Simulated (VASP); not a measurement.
# Ge: single point with LDA

Ge, a slab with vacuum:

```xyz
8
Lattice="3.9750 0.0000 0.0000 -1.9875 3.4424 0.0000 0.0000 0.0000 25.5480" Properties=species:S:1:pos:R:3 pbc="T T T"
Ge    0.0000    0.0000    7.5000
Ge    1.9875    1.1475    8.3114
Ge    1.9875    1.1475   10.7455
Ge    0.0000    2.2949   11.5569
Ge    0.0000    2.2949   13.9911
Ge    0.0000    0.0000   14.8025
Ge    0.0000    0.0000   17.2366
Ge    1.9875    1.1475   18.0480
```

```yaml
Program: VASP 6.6.1
Task: single point
Functional: LDA
Potentials_or_basis: VASP PAW LDA potentials, release 64 (Ge_d)
Cutoff: 520 eV
k_mesh: 9 × 9 × 1
Occupations: gaussian, width 0.1 eV
Spin: no spin polarisation
```

```json
{
 "Largest force": "0.393 eV/Å",
 "Band gap on the k mesh": "zero (bands 56 and 57 overlap by 0.35 eV)"
}
```

Forces in eV/Å, atoms in the order of the input:
```
Ge   0.000  0.000  0.099
Ge   0.000  0.000 -0.393
Ge   0.000  0.000  0.206
Ge   0.000  0.000 -0.072
Ge   0.000  0.000  0.072
Ge   0.000  0.000 -0.206
Ge   0.000  0.000  0.393
Ge   0.000  0.000 -0.099
```

Levels at points of the mesh, in eV from the Fermi level:
```tsv
k point	band 53	band 54	band 55	band 56	band 57	band 58	band 59	band 60
(0.00, 0.00, 0.00)	-0.07	-0.07	0.23	0.23	0.48	0.90	1.01	1.30
```

Wall time 4.6 min on 1 thread of Intel(R) Xeon(R) 6975P-C (Granite Rapids), with other jobs on the host, peak memory 0.42 GiB.
